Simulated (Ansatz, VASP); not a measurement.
## Two plane-wave programs on Au

The input INCAR:

```
SYSTEM = Au
ALGO = Fast
EDIFF = 1E-6
ENCUT = 520
GGA = PS
ISIF = 2
ISMEAR = 0
LASPH = .TRUE.
LCHARG = .TRUE.
LELF = .TRUE.
LREAL = .FALSE.
LVHAR = .TRUE.
LWAVE = .FALSE.
NBANDS = 18
NELM = 100
PREC = Accurate
SIGMA = 0.15
```

Contents of KPOINTS:

```
k-points
0
G
  24 24 12
  0 0 0
```

File POSCAR:

```
Au
1.0
    2.6571534921      0.0000000000      0.0000000000
   -1.3285767460      2.3011624259      0.0000000000
    0.0000000000      0.0000000000      5.8127555150
Au
2
Direct
    0.3333333333      0.6666666667      0.7500000000
    0.6666666667      0.3333333333      0.2500000000
```

Input for Ansatz:

```yaml
crystal:
  lattice:
    - [2.6571534921, 0.0, 0.0]
    - [-1.328576746, 2.3011624259, 0.0]
    - [0.0, 0.0, 5.812755515]
  atoms:
    - { symbol: Au, position: [0.3333333333, 0.6666666667, 0.75] }
    - { symbol: Au, position: [0.6666666667, 0.3333333333, 0.25] }
basis:
  ecutwfc: 420
kpoints:
  mp_grid: { grid: [24, 24, 12] }
hamiltonian:
  xc: pbesol
scf:
  occupations: { method: gaussian, width: 0.15 }
output:
  forces: true
  stress: true
  eigenvalues: true
  write_density: true
  write_potential: true
  elf: true
  volumetric_format: npy
```

Alike in both runs: task single point; functional PBEsol; k mesh 24 × 24 × 12; occupations gaussian, width 0.15 eV; no spin polarisation.

```csv
,VASP,Ansatz
version,VASP 6.6.1,Ansatz 0.2.0
potentials or method,"VASP PAW PBE potentials, release 64 (Au), cutoff 520 eV","scalar-relativistic, plane waves, PAW"
valence electrons in the cell,22,38
```

Ansatz gave:

- gap on the k mesh at the Fermi level (eV): none
- pressure (GPa): 10.9
- traceless stress, the component that is largest in VASP (GPa): -15.33

Which values does VASP return?

gap on the k mesh at the Fermi level (eV): none; pressure (GPa): 10.6; traceless stress, the component that is largest in VASP (GPa): -15.22.

VASP's potentials were made for PBE, not for PBEsol. A gap of «none» marks a metal or a gap that the smearing closes. VASP's potentials hold 22 valence electrons a cell and Ansatz's 38, so a difference there can come from the potentials and not from the codes.

Spin-orbit coupling is off throughout.
